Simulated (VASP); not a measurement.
BeZn4O:

```
CELL_PARAMETERS angstrom
2.68000 0.00000 0.00000
-1.34000 2.32095 0.00000
0.00000 0.00000 23.40000
ATOMIC_POSITIONS crystal
Be 0.33333 0.66667 0.02350
Be 0.00000 0.00000 0.11750
Zn 0.00000 0.00000 0.91670
Zn 0.00000 0.00000 0.21370
Zn 0.33333 0.66667 0.31410
Zn 0.00000 0.00000 0.41450
Zn 0.33333 0.66667 0.51500
Zn 0.00000 0.00000 0.61540
Zn 0.33333 0.66667 0.71580
Zn 0.66667 0.33333 0.81620
O 0.00000 0.00000 0.00000
O 0.33333 0.66667 0.09400
```

| Item | Value |
| --- | --- |
| Program | VASP 6.6.1 |
| Task | relaxation of cell and atoms |
| Functional | PBE |
| Potentials or basis | VASP PAW PBE potentials, release 64 (Be, Zn, O) |
| Cutoff | 600 eV |
| k mesh | 7 × 7 × 1 |
| Occupations | gaussian, width 0.2 eV |
| Spin | no spin polarisation |

At the start: pressure 4.5 GPa; volume 12.13 Å³/atom.

Question: Where does the relaxation end?

Answer: Over 34 steps the energy falls by 99.6 meV/atom and the volume is 14.10 Å³/atom (+16.3 %); space group P3m1 (No. 156, to 0.05 Å).

Step by step:
| step | energy change (eV) | largest force (eV/Å) | pressure (GPa) | volume (Å³) |
| --- | --- | --- | --- | --- |
| 1 | 0.0000 | 1.6780 | 4.46 | 145.55 |
| 2 | -0.3586 | 1.0250 | -0.18 | 152.77 |
| 3 | -0.4003 | 1.0707 | -1.40 | 155.45 |
| 4 | -0.4089 | 1.2200 | -3.62 | 160.90 |
| 5 | -0.7231 | 0.5028 | -0.37 | 158.28 |
| 6 | -0.8192 | 0.4697 | 2.64 | 156.20 |
| 7 | -0.9272 | 0.3079 | 1.16 | 161.24 |
| 8 | -0.9308 | 0.3941 | 1.05 | 162.10 |
| 9 | -0.9530 | 0.1978 | -0.72 | 164.83 |
| 10 | -0.9544 | 0.1966 | -0.35 | 164.29 |
| 11 | -0.9659 | 0.1822 | -0.02 | 163.87 |
| 12 | -0.9758 | 0.4178 | 0.74 | 162.97 |
| 13 | -0.9810 | 0.4149 | 0.69 | 163.10 |
| 14 | -0.9955 | 0.4088 | 0.53 | 163.49 |
| 15 | -1.0193 | 0.4057 | 0.28 | 164.27 |
| 16 | -1.0463 | 0.4226 | -0.25 | 165.84 |
| 17 | -1.0497 | 0.4412 | -0.47 | 166.59 |
| 18 | -1.0752 | 0.3948 | -0.27 | 166.43 |
| 19 | -1.1235 | 0.2478 | 0.33 | 165.95 |
| 20 | -1.0691 | 0.8182 | 1.56 | 164.99 |
| 21 | -1.1299 | 0.2257 | 0.62 | 165.73 |
| 22 | -1.1422 | 0.1316 | -0.21 | 167.42 |
| 23 | -1.1424 | 0.1316 | -0.29 | 167.62 |
| 24 | -1.1524 | 0.1894 | -0.06 | 167.69 |
| 25 | -1.1570 | 0.3683 | 0.50 | 167.87 |
| 26 | -1.1588 | 0.2869 | 0.29 | 167.81 |
| 27 | -1.1662 | 0.2332 | 0.23 | 168.22 |
| 28 | -1.1788 | 0.1473 | 0.00 | 169.43 |
| 29 | -1.1798 | 0.1556 | -0.07 | 169.87 |
| 30 | -1.1852 | 0.1227 | -0.19 | 170.01 |
| 31 | -1.1899 | 0.1147 | -0.45 | 170.29 |
| 32 | -1.1935 | 0.0910 | 0.16 | 169.06 |
| 33 | -1.1935 | 0.0921 | 0.20 | 169.09 |
| 34 | -1.1956 | 0.0710 | 0.06 | 169.21 |

Final structure:
```
Be Zn O
1.0
     2.66190    0.00000    0.00000
    -1.33095    2.30527    0.00000
     0.00000    0.00000   27.57465
Be Zn O
2 8 2
Direct
  0.33333 0.66667 0.00827
  0.00000 0.00000 0.11181
  0.00000 0.00000 0.88285
  0.00000 0.00000 0.24826
  0.33333 0.66667 0.33601
  0.00000 0.00000 0.42674
  0.33333 0.66667 0.51740
  0.00000 0.00000 0.60875
  0.33333 0.66667 0.70046
  0.66667 0.33333 0.79541
  0.00000 0.00000 0.00828
  0.33333 0.66667 0.11216
```

Caveat: the k points lie up to 0.39 Å⁻¹ apart in the final cell; the volume moved by over 15 % at a fixed basis, so the end points are rough; the relaxation stopped at a loose force limit of 0.08 eV/Å, so its end isn't a converged minimum.
